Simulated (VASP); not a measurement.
MoS2: single point with PBE+D3(BJ)

The system is MoS2.

```
Mo S
1.0
     3.05487    0.00000    0.00000
    -1.52744    2.64560    0.00000
     0.00000    0.00000   12.09075
Mo S
2 4
Cartesian
  0.0000 1.7637 3.0227
  1.5274 0.8819 9.0681
  0.0000 1.7637 7.5022
  1.5274 0.8819 1.4568
  0.0000 1.7637 10.6339
  1.5274 0.8819 4.5886
```

This cell differs from its parent crystal: strain -0.030 along x and y, +0.000 along z.

```yaml
Program: VASP 6.6.1
Task: single point
Functional: PBE
Dispersion: D3(BJ)
Potentials_or_basis: VASP PAW PBE potentials, release 64 (Mo_sv, S)
Cutoff: 520 eV
k_mesh: 12 × 12 × 4
Occupations: gaussian, width 0.05 eV
Spin: no spin polarisation
```

```
Pressure                   : 10.2 GPa
Largest force              : 0.661 eV/Å
Band gap on the k mesh     : 0.86 eV (least direct gap 2.02 eV)
Dispersion energy per atom : -0.466 eV
```

Forces in eV/Å, atoms in the order of the input:
```
Mo   0.000  0.000  0.000
Mo   0.000  0.000  0.000
S    0.000  0.000 -0.661
S    0.000  0.000 -0.661
S    0.000  0.000  0.661
S    0.000  0.000  0.661
```

Stress tensor (GPa, compression positive):
```
11.95  0.00  0.00
 0.00 11.95  0.00
 0.00  0.00  6.75
```

Levels at points of the mesh, in eV from the valence-band top:
```
           k point  band 22  band 23  band 24  band 25  band 26  band 27  band 28  band 29  band 30  band 31
(0.00, 0.00, 0.00)    -1.92    -1.92    -1.49    -1.21     0.00     2.49     2.49     2.53     2.53     2.63
(0.50, 0.00, 0.00)    -2.65    -1.48    -1.40    -1.31    -1.22     2.11     2.16     2.36     2.78     3.11
(0.00, 0.00, 0.50)    -1.95    -1.95    -1.95    -0.32    -0.32     2.49     2.49     2.49     2.49     2.76
(0.50, 0.00, 0.50)    -2.83    -1.35    -1.35    -1.35    -1.35     2.13     2.13     2.58     2.58     3.51
```

Run time: 4.1 min on 1 thread of Intel Xeon 8259CL, on a shared host, peak memory 0.32 GiB.

Caveat: the cell differs from its parent crystal (strain -0.030 along x and y, +0.000 along z); the cell stands under pressure. A k mesh can miss the band edges.
